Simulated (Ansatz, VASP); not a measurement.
**Ta2Tl in VASP and in Ansatz**

```xyz
6
Lattice="0.0000 3.9812 3.9812 3.9812 0.0000 3.9812 3.9812 3.9812 0.0000" Properties=species:S:1:pos:R:3 pbc="T T T"
Ta    4.9765    4.9765    4.9765
Ta    4.9765    2.9859    2.9859
Ta    2.9859    2.9859    4.9765
Ta    2.9859    4.9765    2.9859
Tl    0.0000    0.0000    0.0000
Tl    1.9906    1.9906    1.9906
```

Alike in both runs: functional PBE; k mesh 8 × 8 × 8; occupations gaussian, width 0.1 eV; no spin polarisation.

Ansatz relaxed the structure, and its values are those at the end. VASP's run is a single point on that final structure, the one shown.

```csv
,VASP,Ansatz
version,VASP 6.6.1,Ansatz 0.2.0
potentials or method,"VASP PAW PBE potentials, release 64 (Ta_pv, Tl_d), cutoff 520 eV","scalar-relativistic, plane waves, PAW"
valence electrons in the cell,70,78
```

|  | VASP | Ansatz | Ansatz less VASP |
| --- | --- | --- | --- |
| gap on the k mesh at the Fermi level (eV) | none | none | - |
| pressure (GPa) | 0.0 | 0.0 | -0.03 |

A gap of «none» marks a metal or a gap that the smearing closes. With one functional, cell and mesh, what is left measures potentials, basis and numerics. VASP's potentials hold 70 valence electrons a cell and Ansatz's 78, so a difference there can come from the potentials and not from the codes.

Spin-orbit coupling is off throughout.
